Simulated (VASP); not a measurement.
Input of a VASP 6.6.1 run:

File INCAR:

```
SYSTEM = Be
PREC = Accurate
ENCUT = 520
EDIFF = 1E-6
ISMEAR = -1
SIGMA = 0.03
LREAL = .FALSE.
LASPH = .TRUE.
NELM = 80
ALGO = Normal
ISIF = 2
LWAVE = .FALSE.
LCHARG = .FALSE.
GGA = PS
NBANDS = 7
```

The input KPOINTS:

```
regular mesh
0
G
  23 23 23
  0 0 0
```

File POSCAR:

```
Be
1.0
   -1.2277574868      1.2277574868      1.2277574868
    1.2277574868     -1.2277574868      1.2277574868
    1.2277574868      1.2277574868     -1.2277574868
Be
1
Direct
    0.0000000000      0.0000000000      0.0000000000
```

Potentials or basis: VASP PAW PBE potentials, release 64 (Be).

The run is started by

```sh
$ cat potpaw_PBE.64/Be/POTCAR > POTCAR
$ mpirun -np 1 vasp_std > vasp.out
```

Q: What does it give for the band gap on the k mesh?

A: Zero (band 1 reaches 12.15 eV, above the bottom of band 2 at 7.05 eV).

Q: Predict the pressure.

A: 6.5 GPa.

Caveat: the PAW data sets were made with another functional, which shifts forces and pressure a little.
